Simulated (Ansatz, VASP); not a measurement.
## Two plane-wave programs on TiAl6

```
Ti Al
1.0
     7.66308    0.00000    0.00000
    -3.83154    6.63642    0.00000
     0.00000    0.00000    2.88650
Ti Al
1 6
Direct
  0.00000 0.00000 0.00000
  0.33300 0.00000 0.50000
  0.66700 0.00000 0.50000
  0.00000 0.33300 0.50000
  0.00000 0.66700 0.50000
  0.66700 0.66700 0.50000
  0.33300 0.33300 0.50000
```

Change from the starting cell: species swapped into the SmC6 type (P6/mmm, No. 191).

Alike in both runs: functional PBE; k mesh 3 × 3 × 6; occupations gaussian, width 0.1 eV; no spin polarisation.

Ansatz relaxed the structure, and its values are those at the end. VASP's run is a single point on that final structure, the one shown.

|  | VASP | Ansatz |
| --- | --- | --- |
| version | VASP 6.6.1 | Ansatz 0.2.0 |
| potentials or method | VASP PAW PBE potentials, release 64 (Ti_sv, Al), cutoff 520 eV | scalar-relativistic, plane waves, PAW |
| valence electrons in the cell | 30 | 30 |

```csv
,VASP,Ansatz,Ansatz less VASP
gap on the k mesh at the Fermi level (eV),none,none,-
pressure (GPa),-0.1,-0.1,+0.02
```

A gap of «none» marks a metal or a gap that the smearing closes.

The k mesh is coarse, so the values compare programs but aren't converged.
